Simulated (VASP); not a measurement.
# Si8NO14 (a cell with a defect) in VASP: relaxation of the atoms with PBE+D3(BJ)

Aim: the relaxation of the atoms of Si8NO14 (a cell with a defect) with PBE+D3(BJ).

All numbers are computed with VASP 6.6.1; they aren't measurements. Logs are shortened: lines on timing, memory, paths and dates and some standing lists are left out, and cuts for length are marked.

## Step 1: The cell of the first run

The cell holds a defect, 23 atoms: a = 5.833 Å, b = 5.833 Å, c = 5.295 Å, α = 90.00°, β = 90.00°, γ = 90.00°.

## Step 2: Relaxation of the atoms, PBE+D3(BJ)

Input file INCAR:

```
SYSTEM = Si8NO14
PREC = Accurate
ENCUT = 520
EDIFF = 1E-7
ISMEAR = 0
SIGMA = 0.02
LREAL = Auto
LASPH = .TRUE.
NELM = 80
ALGO = Normal
ISIF = 2
LWAVE = .FALSE.
LCHARG = .FALSE.
GGA = PE
IVDW = 12
IBRION = 2
NSW = 80
EDIFFG = -0.03
NELECT = 120.0
```

Input file KPOINTS:

```
regular mesh
0
G
  3 3 3
  0 0 0
```

Input file POSCAR:

```
Si8NO14
1.0
   -4.1246000000     -4.1246000000      0.0000000000
    4.1246000000     -4.1246000000      0.0000000000
    0.0000000000      0.0000000000      5.2948000000
Si O N
8 14 1
Direct
    0.5000000000      0.5000000000      0.0000000000
    0.0000000000      0.5000000000      0.2500000000
    0.5000000000      0.5000000000      0.5000000000
    0.0000000000      0.5000000000      0.7500000000
    0.0000000000      0.0000000000      0.0000000000
    0.5000000000      0.0000000000      0.2500000000
    0.0000000000      0.0000000000      0.5000000000
    0.5000000000      0.0000000000      0.7500000000
    0.1943000000      0.5000000000      0.0000000000
    0.0000000000      0.1943000000      0.2500000000
    0.8057000000      0.5000000000      0.0000000000
    0.0000000000      0.8057000000      0.2500000000
    0.1943000000      0.5000000000      0.5000000000
    0.8057000000      0.5000000000      0.5000000000
    0.6943000000      0.0000000000      0.0000000000
    0.5000000000      0.6943000000      0.2500000000
    0.3057000000      0.0000000000      0.0000000000
    0.5000000000      0.3057000000      0.2500000000
    0.6943000000      0.0000000000      0.5000000000
    0.5000000000      0.6943000000      0.7500000000
    0.3057000000      0.0000000000      0.5000000000
    0.5000000000      0.3057000000      0.7500000000
    0.0000000000      1.1943000000      0.7500000000
```

Potentials or basis: VASP PAW PBE potentials, release 64 (Si, O, N).

Started as:

```
$ cat potpaw_PBE.64/Si/POTCAR potpaw_PBE.64/O/POTCAR potpaw_PBE.64/N/POTCAR > POTCAR
$ mpirun -np 1 vasp_std > vasp.out
```

OUTCAR:

```text
SYSTEM = Si8NO14
   PREC = Accurate
   ENCUT = 520
   EDIFF = 1E-7
   ISMEAR = 0
   LREAL = Auto
   LASPH = .TRUE.
   NELM = 80
   ISIF = 2
   GGA = PE
   IVDW = 12
   IBRION = 2
   NSW = 80
   EDIFFG = -0.03
   NELECT = 120.0
 IVDW          = 12

 ion  position               nearest neighbor table
   1  0.500  0.500  0.000-  16 1.74  18 1.74  20 1.74  22 1.74   9 1.78  11 1.78   3 2.65   3 2.65

   2  0.000  0.500  0.250-   9 1.74  11 1.74  13 1.74  14 1.74  10 1.78  12 1.78   4 2.65   4 2.65

   3  0.500  0.500  0.500-  16 1.74  18 1.74  20 1.74  22 1.74  13 1.78  14 1.78   1 2.65   1 2.65

   4  0.000  0.500  0.750-   9 1.74  11 1.74  13 1.74  14 1.74  23 1.78   2 2.65   2 2.65
   5  0.000  0.000  0.000-  10 1.74  12 1.74  23 1.74  17 1.78  15 1.78   7 2.65   7 2.65
   6  0.500  0.000  0.250-  15 1.74  17 1.74  19 1.74  21 1.74  16 1.78  18 1.78   8 2.65   8 2.65

   7  0.000  0.000  0.500-  10 1.74  12 1.74  23 1.74  21 1.78  19 1.78   5 2.65   5 2.65
   8  0.500  0.000  0.750-  15 1.74  17 1.74  19 1.74  21 1.74  20 1.78  22 1.78   6 2.65   6 2.65

   9  0.194  0.500  0.000-   2 1.74   4 1.74   1 1.78
  10  0.000  0.194  0.250-   5 1.74   7 1.74   2 1.78
  11  0.806  0.500  0.000-   2 1.74   4 1.74   1 1.78
  12  0.000  0.806  0.250-   5 1.74   7 1.74   2 1.78
  13  0.194  0.500  0.500-   2 1.74   4 1.74   3 1.78
  14  0.806  0.500  0.500-   2 1.74   4 1.74   3 1.78
  15  0.694  0.000  0.000-   6 1.74   8 1.74   5 1.78
  16  0.500  0.694  0.250-   1 1.74   3 1.74   6 1.78
  17  0.306  0.000  0.000-   6 1.74   8 1.74   5 1.78
  18  0.500  0.306  0.250-   1 1.74   3 1.74   6 1.78
  19  0.694  0.000  0.500-   6 1.74   8 1.74   7 1.78
  20  0.500  0.694  0.750-   1 1.74   3 1.74   8 1.78
  21  0.306  0.000  0.500-   6 1.74   8 1.74   7 1.78
  22  0.500  0.306  0.750-   1 1.74   3 1.74   8 1.78
  23  0.000  0.194  0.750-   5 1.74   7 1.74   4 1.78

  LATTYP: Found a simple tetragonal cell.
 ALAT       =     5.8330652594
 C/A-ratio  =     0.9077217148

  Lattice vectors:

 A1 = (  -4.1246000000,  -4.1246000000,   0.0000000000)
 A2 = (   4.1246000000,  -4.1246000000,   0.0000000000)
 A3 = (   0.0000000000,   0.0000000000,   5.2948000000)

Analysis of symmetry for initial positions (statically):
=====================================================================
 Subroutine PRICEL returns:
 Original cell was already a primitive cell.

 Routine SETGRP: Setting up the symmetry group for a
 simple tetragonal supercell.

 Subroutine GETGRP returns: Found  4 space group operations
 (whereof  2 operations were pure point group operations)
 out of a pool of 16 trial point group operations.

The static configuration has the point symmetry C_1h.
 The point group associated with its full space group is C_2v.

Analysis of symmetry for dynamics (positions and initial velocities):
=====================================================================
 Subroutine PRICEL returns:
 Original cell was already a primitive cell.

 Routine SETGRP: Setting up the symmetry group for a
 simple tetragonal supercell.

 Subroutine GETGRP returns: Found  4 space group operations
 (whereof  2 operations were pure point group operations)
 out of a pool of 16 trial point group operations.

The dynamic configuration has the point symmetry C_1h.
 The point group associated with its full space group is C_2v.

 Subroutine INISYM returns: Found  4 space group operations
 (whereof  2 operations are pure point group operations),
 and found     1 'primitive' translations

----------------------------------------------------------------------------------------

                                     Primitive cell

  volume of cell :     180.1537

  direct lattice vectors                    reciprocal lattice vectors
    -4.124600000 -4.124600000  0.000000000    -0.121223876 -0.121223876  0.000000000
     4.124600000 -4.124600000  0.000000000     0.121223876 -0.121223876  0.000000000
     0.000000000  0.000000000  5.294800000     0.000000000  0.000000000  0.188864546

  length of vectors
     5.833065259  5.833065259  5.294800000     0.171436450  0.171436450  0.188864546

  position of ions in fractional coordinates (direct lattice)
     0.500000000  0.500000000  0.000000000
     0.000000000  0.500000000  0.250000000
     0.500000000  0.500000000  0.500000000
     0.000000000  0.500000000  0.750000000
     0.000000000  0.000000000  0.000000000
     0.500000000  0.000000000  0.250000000
[... 15 lines left out ...]
     0.500000000  0.305700000  0.750000000
     0.000000000  0.194300000  0.750000000

  ion indices of the primitive-cell ions
   primitive index   ion index
                 1           1
                 2           2
                 3           3
                 4           4
                 5           5
                 6           6
[... 15 lines left out ...]
                22          22
                23          23

----------------------------------------------------------------------------------------

 KPOINTS: regular mesh

Automatic generation of k-mesh.
 Grid dimensions read from file:
 generate k-points for:    3    3    3

 Generating k-lattice:

  Cartesian coordinates                     Fractional coordinates (reciprocal lattice)
    -0.040407959 -0.040407959  0.000000000     0.333333333  0.000000000  0.000000000
     0.040407959 -0.040407959  0.000000000     0.000000000  0.333333333  0.000000000
     0.000000000  0.000000000  0.062954849     0.000000000  0.000000000  0.333333333

  Length of vectors
     0.057145483  0.057145483  0.062954849

  Shift w.r.t. Gamma in fractional coordinates (k-lattice)
     0.000000000  0.000000000  0.000000000

 Subroutine IBZKPT returns following result:
 ===========================================

 Found      8 irreducible k-points:

 Following reciprocal coordinates:
            Coordinates               Weight
  0.000000  0.000000  0.000000      1.000000
  0.333333  0.000000  0.000000      2.000000
  0.000000  0.333333  0.000000      2.000000
  0.333333  0.333333  0.000000      4.000000
  0.000000  0.000000  0.333333      2.000000
  0.333333  0.000000  0.333333      4.000000
  0.000000  0.333333  0.333333      4.000000
  0.333333  0.333333  0.333333      8.000000
   k-points           NKPTS =      8   k-points in BZ     NKDIM =      8   number of bands    NBANDS=     72
   number of dos      NEDOS =    301   number of ions     NIONS =     23
   total plane-waves  NPLWV =  92160
   dimension x,y,z NGX =    48 NGY =   48 NGZ =   40
   dimension x,y,z NGXF=    96 NGYF=   96 NGZF=   80
   ions per type =               8  14   1
   NGX,Y,Z   is equivalent  to a cutoff of  13.68, 13.68, 12.56 a.u.
   NGXF,Y,Z  is equivalent  to a cutoff of  27.36, 27.36, 25.12 a.u.
 SYSTEM =  Si8NO14
   PREC   = accura    normal or accurate (medium, high low for compatibility)
   ISTART =      0    job   : 0-new  1-cont  2-samecut
   ICHARG =      2    charge: 1-file 2-atom 10-const
   ISPIN  =      1    spin polarized calculation?
   LNONCOLLINEAR =      F non collinear calculations
   LSORBIT =      F    spin-orbit coupling
   LASPH  =      T    aspherical Exc in radial PAW
   ENCUT  =  520.0 eV  38.22 Ry    6.18 a.u.  10.85 10.85  9.84*2*pi/ulx,y,z
   NELM   =     80;   NELMIN=  2; NELMDL= -5     # of ELM steps
   EDIFF  = 0.1E-06   stopping-criterion for ELM
   LREAL  =      T    real-space projection
   EDIFFG = -.3E-01   stopping-criterion for IOM
   NSW    =     80    number of steps for IOM
   IBRION =      2    ionic relax: 0-MD 1-quasi-New 2-CG
   NFREE  =      1    steps in history (QN), initial steepest desc. (CG)
   ISIF   =      2    stress and relaxation
   ISYM   =      2    0-nonsym 1-usesym 2-fastsym
   POTIM  = 0.5000    time-step for ionic-motion
   TEBEG  =    0.0;   TEEND  =   0.0 temperature during run
   PSTRESS=    0.0 pullay stress
   NELECT =     120.0000    total number of electrons
   NUPDOWN=      -1.0000    fix difference up-down
   EMIN   =  10.00;   EMAX   =-10.00  energy-range for DOS
   EFERMI =   0.00;   METHOD = LEGACY
   ISMEAR =     0;   SIGMA  =   0.02  broadening in eV -4-tet -1-fermi 0-gaus
   EFERMI_NEDOS =   21; number of points for ismear=-14 and -15
   IALGO  =     38    algorithm
   IMIX   =      4    mixing-type and parameters
     AMIX     =   0.40;   BMIX     =  1.00
     AMIX_MAG =   1.60;   BMIX_MAG =  1.00
  volume/ion in A,a.u.               =       7.83        52.86
  Fermi-wavevector in a.u.,A,eV,Ry     =   1.429730  2.701799 27.812066  2.044129
  Thomas-Fermi vector in A             =   2.549652
   LORBIT       =      0    0 simple, 1 ext, 2 COOP (PROOUT), +10 PAW based schemes
   GGA     = PE    functional components
   LHFCALC =     F    Hartree Fock is set to
   AEXX    =    0.0000 exact exchange contribution
   IVDW    =    12    specifies the selected vdW correction
   LEPSILON=     F    determine dielectric tensor
   LRPA    =     F    only Hartree local field effects (RPA)
 conjugate gradient relaxation of ions
 non-spin polarized calculation
 Gauss-broadening in eV      SIGMA  =   0.02
  energy-cutoff  :      520.00
  volume of cell :      180.15
 maximum number of plane-waves:      4869
 NGX is ok and might be reduce to    48
   NGX = 21   NGY = 21   NGZ = 19

--------------------------------------- Ionic step        1  -------------------------------------------

 number of electron     119.9999965 magnetization

 Free energy of the ion-electron system (eV)
  ---------------------------------------------------
  ext. energy  EPLUGINS =         0.00000000
  ---------------------------------------------------
  free energy    TOTEN  =      -181.72082889 eV

  energy without entropy =     -181.71680940  energy(sigma->0) =     -181.71881915

------------------------ aborting loop because EDIFF is reached ----------------------------------------

 Edisp (eV)   -5.74487

 E8    (eV) :    -1.9901

  FORCE on cell =-STRESS in cart. coord.  units (eV):
  Direction    XX          YY          ZZ          XY          YZ          ZX
  --------------------------------------------------------------------------------------
  -------------------------------------------------------------------------------------
  Total       3.04259     3.04259     9.86497     2.62093     0.00000     0.00000
  in kB      27.05891    27.05891    87.73306    23.30894     0.00000     0.00000
  external pressure =       47.28 kB  Pullay stress =        0.00 kB
[... 160 lines left out ...]
  FREE ENERGIE OF THE ION-ELECTRON SYSTEM (eV)
  ---------------------------------------------------
  free  energy   TOTEN  =      -189.0557759571 eV

  energy  without entropy=     -189.0557759571  energy(sigma->0) =     -189.05577596

[... ionic steps 4 to 18 ...]

--------------------------------------- Ionic step       19  -------------------------------------------

 number of electron     119.9999977 magnetization

------------------------ aborting loop because EDIFF is reached ----------------------------------------

 Edisp (eV)   -5.74015

 E8    (eV) :    -1.9877
[... 111 lines left out ...]
  energy  without entropy=     -189.9539328314  energy(sigma->0) =     -189.95393283

--------------------------------------- Ionic step       21  -------------------------------------------

 number of electron     119.9999978 magnetization

 Free energy of the ion-electron system (eV)
  ---------------------------------------------------
  ext. energy  EPLUGINS =         0.00000000
  ---------------------------------------------------
  free energy    TOTEN  =      -184.21377228 eV

  energy without entropy =     -184.21377228  energy(sigma->0) =     -184.21377228

 E-fermi :   8.9737     XC(G=0): -12.1384

 val. band max:        8.8188137178   @ k =   0.0000   0.0000   0.0000
 cond. band min:      11.2011708445   @ k =   0.0000   0.0000   0.0000
 fundamental gap:      2.3823571267
 Fermi energy:         8.9736989920

 k-point     1 :       0.0000    0.0000    0.0000
  band No.  band energies     occupation
      1     -14.3368      2.00000
      2     -12.8155      2.00000
      3     -12.5038      2.00000
      4     -11.5962      2.00000
      5     -11.5085      2.00000
      6     -11.2823      2.00000
[... 643 lines left out ...]
  FREE ENERGIE OF THE ION-ELECTRON SYSTEM (eV)
  ---------------------------------------------------
  free  energy   TOTEN  =      -189.9539415344 eV

  energy  without entropy=     -189.9539415344  energy(sigma->0) =     -189.95394153

 reached required accuracy - stopping structural energy minimisation
```

Wall time 28 min (1 thread of Intel Xeon Platinum 8488C (Sapphire Rapids), shared host); peak memory 0.36 GiB.

What came out:

```
Free energy                  : -189.9539 eV
Energy gained by relaxing    : 108.2 meV/atom
Ionic steps                  : 21
Largest force after relaxing : 0.021 eV/Å
Dispersion energy per atom   : -0.250 eV
```

Forces on the atoms (eV/Å):
```
Si   0.004 -0.004  0.004
Si  -0.003  0.003  0.000
Si   0.004 -0.004 -0.004
Si  -0.010  0.010  0.000
Si  -0.003  0.003  0.009
Si   0.000  0.000  0.000
Si  -0.003  0.003 -0.009
Si  -0.001  0.001  0.000
O    0.001 -0.009  0.000
O   -0.001  0.001  0.000
O    0.009 -0.001  0.000
O   -0.005  0.005  0.000
O    0.001 -0.009  0.000
O    0.009 -0.001  0.000
O   -0.003  0.006  0.003
O    0.001 -0.001  0.000
O   -0.006  0.003  0.003
O    0.000  0.000  0.000
O   -0.003  0.006 -0.003
O    0.003 -0.003  0.000
O   -0.006  0.003 -0.003
O   -0.003  0.003  0.000
N    0.015 -0.015  0.000
```

The path:
| step | energy change (eV) | largest force (eV/Å) | pressure (GPa) |
| --- | --- | --- | --- |
| 1 | 0.0000 | 3.8206 | 4.73 |
| 2 | -1.4306 | 4.1824 | 7.90 |
| 3 | -1.5901 | 3.9649 | 6.95 |
| 4 | -1.8556 | 6.4881 | 8.39 |
| 5 | -2.1859 | 2.7112 | 7.48 |
| 6 | -2.2538 | 3.1035 | 7.20 |
| 7 | -2.4373 | 0.7981 | 7.04 |
| 8 | -2.4483 | 1.2127 | 7.59 |
| 9 | -2.4639 | 0.3606 | 7.31 |
| 10 | -2.4732 | 0.3622 | 7.60 |
| 11 | -2.4733 | 0.3440 | 7.57 |
| 12 | -2.4805 | 0.1959 | 7.50 |
| 13 | -2.4812 | 0.2301 | 7.48 |
| 14 | -2.4854 | 0.1955 | 7.36 |
| 15 | -2.4854 | 0.1930 | 7.36 |
| 16 | -2.4875 | 0.1086 | 7.35 |
| 17 | -2.4875 | 0.1281 | 7.35 |
| 18 | -2.4881 | 0.0521 | 7.31 |
| 19 | -2.4882 | 0.0456 | 7.32 |
| 20 | -2.4882 | 0.0328 | 7.30 |
| 21 | -2.4882 | 0.0213 | 7.31 |

Final structure:
```
CELL_PARAMETERS angstrom
-4.12460 -4.12460 0.00000
4.12460 -4.12460 0.00000
0.00000 0.00000 5.29480
ATOMIC_POSITIONS crystal
Si 0.50000 0.49828 0.99827
Si 0.00000 0.52196 0.25000
Si 0.50000 0.49828 0.50173
Si 0.00000 0.44968 0.75000
Si 0.00000 0.02374 0.01826
Si 0.50000 0.98865 0.25000
Si 0.00000 0.02374 0.48174
Si 0.50000 0.99493 0.75000
O 0.19121 0.51526 0.99241
O 0.00000 0.21796 0.25000
O 0.80879 0.51526 0.99241
O 0.00000 0.81816 0.25000
O 0.19121 0.51526 0.50759
O 0.80879 0.51526 0.50759
O 0.69893 0.98851 0.00082
O 0.50000 0.68797 0.25000
O 0.30107 0.98851 0.00082
O 0.50000 0.29871 0.25000
O 0.69893 0.98851 0.49918
O 0.50000 0.69347 0.75000
O 0.30107 0.98851 0.49918
O 0.50000 0.29985 0.75000
N 0.00000 0.16387 0.75000
```

Levels at points of the mesh, in eV from the Fermi level:
| k point | band 57 | band 58 | band 59 | band 60 | band 61 | band 62 | band 63 | band 64 |
| --- | --- | --- | --- | --- | --- | --- | --- | --- |
| (0.00, 0.00, 0.00) | -1.91 | -1.80 | -1.25 | -0.15 | 2.23 | 5.67 | 5.90 | 6.30 |

Caveat: the cell carries a net charge on a neutralising background, which shifts energy and pressure; the cell is charged against a uniform background, so pressure and absolute levels hang on convention.
